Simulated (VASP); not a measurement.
# MgO (Fm-3m) in VASP: single point with PBE

Aim: the single point of MgO with PBE.

Everything below comes from runs of VASP 6.6.1. Logs are shortened: lines on timing, memory, paths and dates and some standing lists are left out, and cuts for length are marked.

## 1. The cell of the first run

Symmetry: Fm-3m, No. 225, cubic system. The conventional cell has a = 4.203 Å, b = 4.203 Å, c = 4.203 Å, α = 90.00°, β = 90.00°, γ = 90.00°. Within 2.8 Å of Mg (site symmetry m-3m) lie 6 O at 2.10 Å. O (site symmetry m-3m) has 6 Mg at 2.10 Å within 2.8 Å.

## 2. Single point, PBE

INCAR reads:

```
PREC = Accurate
ENCUT = 840
EDIFF = 1E-6
ISMEAR = 1
SIGMA = 0.15
LREAL = F
LASPH = T
NELM = 120
ALGO = Normal
ISIF = 2
LWAVE = F
LCHARG = T
GGA = PE
LELF = T
LVHAR = T
NBANDS = 15
GGA_COMPAT = F
```

KPOINTS reads:

```
regular mesh
0
Gamma
  8 8 8
```

POSCAR reads:

```
MgO
1.0
    0.0000000000      2.1015000000      2.1015000000
    2.1015000000      0.0000000000      2.1015000000
    2.1015000000      2.1015000000      0.0000000000
Mg O
1 1
Direct
    0.0000000000      0.0000000000      0.0000000000
    0.5000000000      0.5000000000      0.5000000000
```

Potentials or basis: VASP PAW PBE potentials, release 64 (Mg_sv, O).

Run with:

```console
> cat potpaw_PBE.64/Mg_sv/POTCAR potpaw_PBE.64/O/POTCAR > POTCAR
> mpirun -np 1 vasp_std > vasp.out
```

OUTCAR:

```text
PREC = Accurate
   ENCUT = 840
   EDIFF = 1E-6
   ISMEAR = 1
   LREAL = F
   LASPH = T
   NELM = 120
   ISIF = 2
   GGA = PE

 ion  position               nearest neighbor table
   1  0.000  0.000  0.000-   2 2.10   2 2.10   2 2.10   2 2.10   2 2.10   2 2.10
   2  0.500  0.500  0.500-   1 2.10   1 2.10   1 2.10   1 2.10   1 2.10   1 2.10

  LATTYP: Found a face centered cubic cell.
 ALAT       =     4.2030000000

  Lattice vectors:

 A1 = (   0.0000000000,   2.1015000000,   2.1015000000)
 A2 = (   2.1015000000,   0.0000000000,   2.1015000000)
 A3 = (   2.1015000000,   2.1015000000,   0.0000000000)

Analysis of symmetry for initial positions (statically):
=====================================================================
 Subroutine PRICEL returns:
 Original cell was already a primitive cell.

 Routine SETGRP: Setting up the symmetry group for a
 face centered cubic supercell.

 Subroutine GETGRP returns: Found 48 space group operations
 (whereof 48 operations were pure point group operations)
 out of a pool of 48 trial point group operations.

The static configuration has the point symmetry O_h .

Analysis of symmetry for dynamics (positions and initial velocities):
=====================================================================
 Subroutine PRICEL returns:
 Original cell was already a primitive cell.

 Routine SETGRP: Setting up the symmetry group for a
 face centered cubic supercell.

 Subroutine GETGRP returns: Found 48 space group operations
 (whereof 48 operations were pure point group operations)
 out of a pool of 48 trial point group operations.

The dynamic configuration has the point symmetry O_h .

 Subroutine INISYM returns: Found 48 space group operations
 (whereof 48 operations are pure point group operations),
 and found     1 'primitive' translations

----------------------------------------------------------------------------------------

                                     Primitive cell

  volume of cell :      18.5617

  direct lattice vectors                    reciprocal lattice vectors
     0.000000000  2.101500000  2.101500000    -0.237925291  0.237925291  0.237925291
     2.101500000  0.000000000  2.101500000     0.237925291 -0.237925291  0.237925291
     2.101500000  2.101500000  0.000000000     0.237925291  0.237925291 -0.237925291

  length of vectors
     2.971969801  2.971969801  2.971969801     0.412098693  0.412098693  0.412098693

  position of ions in fractional coordinates (direct lattice)
     0.000000000  0.000000000  0.000000000
     0.500000000  0.500000000  0.500000000

  ion indices of the primitive-cell ions
   primitive index   ion index
                 1           1
                 2           2

----------------------------------------------------------------------------------------

 KPOINTS: regular mesh

Automatic generation of k-mesh.
 Grid dimensions read from file:
 generate k-points for:    8    8    8

 Generating k-lattice:

  Cartesian coordinates                     Fractional coordinates (reciprocal lattice)
    -0.029740661  0.029740661  0.029740661     0.125000000  0.000000000  0.000000000
     0.029740661 -0.029740661  0.029740661     0.000000000  0.125000000  0.000000000
     0.029740661  0.029740661 -0.029740661     0.000000000  0.000000000  0.125000000

  Length of vectors
     0.051512337  0.051512337  0.051512337

  Shift w.r.t. Gamma in fractional coordinates (k-lattice)
     0.000000000  0.000000000  0.000000000

 Subroutine IBZKPT returns following result:
 ===========================================

 Found     29 irreducible k-points:

 Following reciprocal coordinates:
            Coordinates               Weight
  0.000000  0.000000  0.000000      1.000000
  0.125000  0.000000  0.000000      8.000000
  0.250000  0.000000  0.000000      8.000000
  0.375000  0.000000  0.000000      8.000000
  0.500000  0.000000  0.000000      4.000000
  0.125000  0.125000  0.000000      6.000000
[... 16 lines left out ...]
  0.500000  0.250000  0.125000     48.000000
 -0.375000  0.250000  0.125000     24.000000
 [... further k-points ...]
   k-points           NKPTS =     29   k-points in BZ     NKDIM =     29   number of bands    NBANDS=     15
   number of dos      NEDOS =    301   number of ions     NIONS =      2
   total plane-waves  NPLWV =  21952
   dimension x,y,z NGX =    28 NGY =   28 NGZ =   28
   dimension x,y,z NGXF=    56 NGYF=   56 NGZF=   56
   ions per type =               1   1
   NGX,Y,Z   is equivalent  to a cutoff of  15.66, 15.66, 15.66 a.u.
   NGXF,Y,Z  is equivalent  to a cutoff of  31.33, 31.33, 31.33 a.u.
 SYSTEM =  unknown system
   PREC   = accura    normal or accurate (medium, high low for compatibility)
   ISTART =      0    job   : 0-new  1-cont  2-samecut
   ICHARG =      2    charge: 1-file 2-atom 10-const
   ISPIN  =      1    spin polarized calculation?
   LNONCOLLINEAR =      F non collinear calculations
   LSORBIT =      F    spin-orbit coupling
   LASPH  =      T    aspherical Exc in radial PAW
   ENCUT  =  840.0 eV  61.74 Ry    7.86 a.u.   7.02  7.02  7.02*2*pi/ulx,y,z
   NELM   =    120;   NELMIN=  2; NELMDL= -5     # of ELM steps
   EDIFF  = 0.1E-05   stopping-criterion for ELM
   LREAL  =      F    real-space projection
   EDIFFG = 0.1E-04   stopping-criterion for IOM
   NSW    =      0    number of steps for IOM
   IBRION =     -1    ionic relax: 0-MD 1-quasi-New 2-CG
   NFREE  =      0    steps in history (QN), initial steepest desc. (CG)
   ISIF   =      2    stress and relaxation
   ISYM   =      2    0-nonsym 1-usesym 2-fastsym
   POTIM  = 0.5000    time-step for ionic-motion
   TEBEG  =    0.0;   TEEND  =   0.0 temperature during run
   PSTRESS=    0.0 pullay stress
   NELECT =      16.0000    total number of electrons
   NUPDOWN=      -1.0000    fix difference up-down
   EMIN   =  10.00;   EMAX   =-10.00  energy-range for DOS
   EFERMI =   0.00;   METHOD = LEGACY
   ISMEAR =     1;   SIGMA  =   0.15  broadening in eV -4-tet -1-fermi 0-gaus
   EFERMI_NEDOS =   21; number of points for ismear=-14 and -15
   IALGO  =     38    algorithm
   IMIX   =      4    mixing-type and parameters
     AMIX     =   0.40;   BMIX     =  1.00
     AMIX_MAG =   1.60;   BMIX_MAG =  1.00
  volume/ion in A,a.u.               =       9.28        62.63
  Fermi-wavevector in a.u.,A,eV,Ry     =   1.558029  2.944247 33.027506  2.427453
  Thomas-Fermi vector in A             =   2.661593
   LORBIT       =      0    0 simple, 1 ext, 2 COOP (PROOUT), +10 PAW based schemes
   GGA     = PE    functional components
   LHFCALC =     F    Hartree Fock is set to
   AEXX    =    0.0000 exact exchange contribution
   IVDW    =     0    specifies the selected vdW correction
   LEPSILON=     F    determine dielectric tensor
   LRPA    =     F    only Hartree local field effects (RPA)
 non-spin polarized calculation
 Methfessel and Paxton  Order N= 1 SIGMA  =   0.15
  energy-cutoff  :      840.00
  volume of cell :       18.56
 maximum number of plane-waves:      1036
   NGX = 13   NGY = 13   NGZ = 13

 number of electron      15.9999994 magnetization

 Free energy of the ion-electron system (eV)
  ---------------------------------------------------
  ext. energy  EPLUGINS =         0.00000000
  ---------------------------------------------------
  free energy    TOTEN  =       -11.87006252 eV

  energy without entropy =      -11.87090161  energy(sigma->0) =      -11.87034221

 E-fermi :   3.0024     XC(G=0): -11.4237

 val. band max:        2.9619604070   @ k =   0.0000   0.0000   0.0000
 cond. band min:       7.7648055448   @ k =   0.0000   0.0000   0.0000
 fundamental gap:      4.8028451378
 Fermi energy:         3.0024196970

 k-point     1 :       0.0000    0.0000    0.0000
  band No.  band energies     occupation
      1     -69.2832      2.00000
      2     -36.0075      2.00000
      3     -36.0075      2.00000
      4     -36.0075      2.00000
      5     -14.3193      2.00000
      6       2.9620      1.43863
      7       2.9620      1.43863
      8       2.9620      1.43863
      9       7.7648      0.00000
     10      18.8048      0.00000
     11      18.8048      0.00000
     12      18.8048      0.00000
     13      22.7350      0.00000
     14      24.5232      0.00000
     15      24.5232      0.00000

 k-point     2 :       0.1250    0.0000    0.0000
  band No.  band energies     occupation
      1     -69.2823      2.00000
      2     -36.0209      2.00000
      3     -36.0090      2.00000
      4     -36.0090      2.00000
      5     -14.1497      2.00000
      6       2.0076      2.00000
      7       2.8574      2.04267
      8       2.8574      2.04267
      9       8.6768      0.00000
     10      17.1236      0.00000
     11      19.1681      0.00000
     12      19.1681      0.00000
     13      23.5778      0.00000
     14      23.5778      0.00000
     15      24.9294      0.00000

 k-point     3 :       0.2500    0.0000    0.0000
  band No.  band energies     occupation
      1     -69.2793      2.00000
      2     -36.0526      2.00000
      3     -36.0122      2.00000
      4     -36.0122      2.00000
      5     -13.7097      2.00000
      6       0.2957      2.00000
      7       2.6165      2.00166
      8       2.6165      2.00166
      9      10.1204      0.00000
     10      15.5857      0.00000
     11      19.6813      0.00000
     12      19.6813      0.00000
     13      23.1846      0.00000
     14      23.1846      0.00000
     15      25.1173      0.00000
[... 343 lines left out ...]
 k-point    23 :       0.5000    0.2500    0.1250
  band No.  band energies     occupation
      1     -69.2746      2.00000
      2     -36.0754      2.00000
      3     -36.0363      2.00000
      4     -36.0215      2.00000
      5     -13.0211      2.00000
      6      -0.7562      2.00000
      7       1.2312      2.00000
      8       2.0875      2.00000
      9      12.5206      0.00000
     10      14.6679      0.00000
     11      16.9861      0.00000
     12      20.2064      0.00000
     13      22.7296      0.00000
     14      25.4652      0.00000
     15      29.1293      0.00000

 k-point    24 :      -0.3750    0.2500    0.1250
  band No.  band energies     occupation
      1     -69.2735      2.00000
      2     -36.0826      2.00000
      3     -36.0386      2.00000
      4     -36.0242      2.00000
      5     -12.8514      2.00000
      6      -1.0507      2.00000
      7       1.0227      2.00000
      8       1.9678      2.00000
      9      12.6868      0.00000
     10      15.2316      0.00000
     11      16.5535      0.00000
     12      19.9609      0.00000
     13      23.5752      0.00000
     14      25.1433      0.00000
     15      29.2607      0.00000

 [... further k-points ...]

------------------------ aborting loop because EDIFF is reached ----------------------------------------

  FORCE on cell =-STRESS in cart. coord.  units (eV):
  Direction    XX          YY          ZZ          XY          YZ          ZX
  --------------------------------------------------------------------------------------
  -------------------------------------------------------------------------------------
  Total        0.6820194      0.6820194      0.6820194      0.0000000      0.0000000     -0.0000000
  in kB       58.8693357     58.8693357     58.8693357      0.0000000      0.0000000     -0.0000000
  external PRESSURE =      58.8693357 kB  Pullay stress =       0.0000000 kB

 VOLUME and BASIS-vectors are now :
 -----------------------------------------------------------------------------
  energy-cutoff  :      840.00
  volume of cell :       18.56
      direct lattice vectors                 reciprocal lattice vectors
     0.000000000  2.101500000  2.101500000    -0.237925291  0.237925291  0.237925291
     2.101500000  0.000000000  2.101500000     0.237925291 -0.237925291  0.237925291
     2.101500000  2.101500000  0.000000000     0.237925291  0.237925291 -0.237925291

 POSITION                                       TOTAL-FORCE (eV/Angst)
 -----------------------------------------------------------------------------------
      0.00000      0.00000      0.00000        -0.000000      0.000000      0.000000
      2.10150      2.10150      2.10150         0.000000     -0.000000     -0.000000
 -----------------------------------------------------------------------------------
    total drift:                                0.000000      0.000000      0.000000

  FREE ENERGIE OF THE ION-ELECTRON SYSTEM (eV)
  ---------------------------------------------------
  free  energy   TOTEN  =       -11.8700625160 eV

  energy  without entropy=      -11.8709016090  energy(sigma->0) =      -11.87034221
```

It took 12 s on 1 thread of AMD EPYC 7R13 (Zen 3), shared host; peak memory 0.13 GiB.

Results:

```
Free energy            : -11.8701 eV
Pressure               : 5.9 GPa
Band gap on the k mesh : 4.80 eV
```

Caveat: the cell stands under pressure.
